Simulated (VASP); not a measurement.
Runs of VASP 6.6.1 on BiN. The structure is that of space group P6_3/mmc (No. 194), or close to it. The cells are those of the table. 

| task | cell | cutoff (eV) | gap on the mesh (eV) | pressure (GPa) |
| --- | --- | --- | --- | --- |
| single point | a = 3.426, b = 3.426, c = 6.324 Å, angles 90.0, 90.0, 120.0°, 4 atoms | 520 | none | (a) |
| single point | a = 3.545, b = 3.545, c = 6.398 Å, angles 90.0, 90.0, 120.0°, 4 atoms | 520 | none | -4.4 |
| relaxation of shape and atoms at fixed volume | relaxed from a = 3.512, b = 3.512, c = 6.393 Å, angles 90.0, 90.0, 120.0°, 4 atoms | 600 | none | -2.3 |
| relaxation of shape and atoms at fixed volume | relaxed from a = 3.435, b = 3.435, c = 6.292 Å, angles 90.0, 90.0, 120.0°, 4 atoms | 600 | none | 5.3 |
| single point | a = 3.517, b = 3.517, c = 6.375 Å, angles 90.0, 90.0, 120.0°, 4 atoms | 520 | none | -2.3 |

Alike in all rows: level PBEsol; potentials or basis VASP PAW PBE potentials, release 64 (Bi_d, N); no spin polarisation; k mesh 10 × 10 × 6; smearing gaussian 0.05 eV.

Question: Fill in the values left out.

Answer: (a) 5.4.

Caveats: the PAW data sets were made with another functional, which shifts forces and pressure a little; spin-orbit coupling is left out, which moves the levels of the heavy elements; the cell stands under pressure (at least some runs); the cell stands under tension (at least some runs).

A k mesh can miss the band edges, and the runs leave out spin-orbit coupling on Bi.

A gap of «none» marks levels without a gap at the run's occupations.
